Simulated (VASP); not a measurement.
A run of VASP 6.6.1:

Contents of INCAR:

```
  PREC = Accurate
  ENCUT = 600
  EDIFF = 1E-7
  ISMEAR = 0
  SIGMA = 0.02
  LREAL = False
  LASPH = True
  NELM = 80
  ALGO = Normal
  ISIF = 3
  LWAVE = False
  LCHARG = False
  GGA = CA
  IBRION = 2
  NSW = 100
  EDIFFG = -0.005
```

The input KPOINTS:

```
Automatic mesh
0
Gamma
  6 6 8
```

File POSCAR:

```
SnO2
1.0
    4.7175010268      0.0000000000      0.0000000000
    0.0000000000      4.7273774135      0.0000000000
    0.0000000000      0.0000000000      3.1856355512
Sn O
2 4
Direct
    0.5000000000      0.5000000000      0.5000000000
    0.0000000000      0.0000000000      0.0000000000
    0.3042653601      0.3078601765      0.0000000000
    0.8042653601      0.1921398235      0.5000000000
    0.1957346399      0.8078601765      0.5000000000
    0.6957346399      0.6921398235      0.0000000000
```

Potentials or basis: VASP PAW LDA potentials, release 64 (Sn_d, O).

The run is started by

```sh
$ cat potpaw_LDA.64/Sn_d/POTCAR potpaw_LDA.64/O/POTCAR > POTCAR
$ mpirun -np 1 vasp_std > vasp.out
```

Hardware: 1 thread of Intel(R) Xeon(R) 6975P-C (Granite Rapids), with other jobs on the host.

Problem. Estimate the wall time of this run.

Solution. Run time: 7.8 min on 1 thread of Intel(R) Xeon(R) 6975P-C (Granite Rapids) (shared host), peak memory 0.3 GiB. Counts: scf iterations 70, k points 80, ion steps 11.
